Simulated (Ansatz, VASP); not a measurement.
One calculation of PbSe, two programs

File POSCAR:

```
PbSe
1.0
    0.0000000000      3.1192854202      3.1192854202
    3.1192854202      0.0000000000      3.1192854202
    3.1192854202      3.1192854202      0.0000000000
Pb Se
1 1
Direct
    0.0000000000      0.0000000000      0.0000000000
    0.5000000000      0.5000000000      0.5000000000
```

The input INCAR.step1:

```
PREC = Accurate
ENCUT = 520
ISMEAR = 0
SIGMA = 0.01
LREAL = False
LASPH = True
NELM = 60
NBANDS = 17
GGA = PE
ALGO = Normal
EDIFF = 1E-4
LWAVE = True
LCHARG = False
```

File INCAR.step2:

```
PREC = Accurate
ENCUT = 520
EDIFF = 1E-6
ISMEAR = 0
SIGMA = 0.01
LREAL = False
LASPH = True
NELM = 60
ALGO = Normal
ISIF = 2
LWAVE = False
LCHARG = True
METAGGA = R2SCAN
LMIXTAU = True
LELF = True
LVHAR = True
NBANDS = 17
ISTART = 1
```

The input KPOINTS:

```
regular mesh
0
Gamma
  6 6 6
```

Input for Ansatz:

```yaml
crystal:
  lattice:
    - [0.0, 3.1192854202, 3.1192854202]
    - [3.1192854202, 0.0, 3.1192854202]
    - [3.1192854202, 3.1192854202, 0.0]
  atoms:
    - { symbol: Pb, position: [0.0, 0.0, 0.0] }
    - { symbol: Se, position: [0.5, 0.5, 0.5] }
kpoints:
  mp_grid: { grid: [6, 6, 6] }
hamiltonian:
  xc: r2scan
scf:
  occupations: { method: fixed }
  n_extra_bands: 4
output:
  forces: true
  stress: true
  eigenvalues: true
```

Alike in both runs: task single point; functional r2SCAN; k mesh 6 × 6 × 6; no spin polarisation.

```csv
,VASP,Ansatz
version,VASP 6.6.1,Ansatz 0.2.0
potentials or method,"VASP PAW PBE potentials, release 64 (Pb_d, Se)","plane waves, PAW"
plane-wave cutoff (eV),520,500
occupations,"gaussian, width 0.01 eV",fixed
valence electrons in the cell,20,30
```

```tsv
	VASP	Ansatz	Ansatz less VASP
gap on the k mesh at the Fermi level (eV)	0.76	0.76	-0.005
pressure (GPa)	-1.4	-1.4	+0.01
```

VASP's potentials were made for PBE, not for r2SCAN. VASP's potentials hold 20 valence electrons a cell and Ansatz's 30, so a difference there can come from the potentials and not from the codes.

Spin-orbit coupling is off throughout.
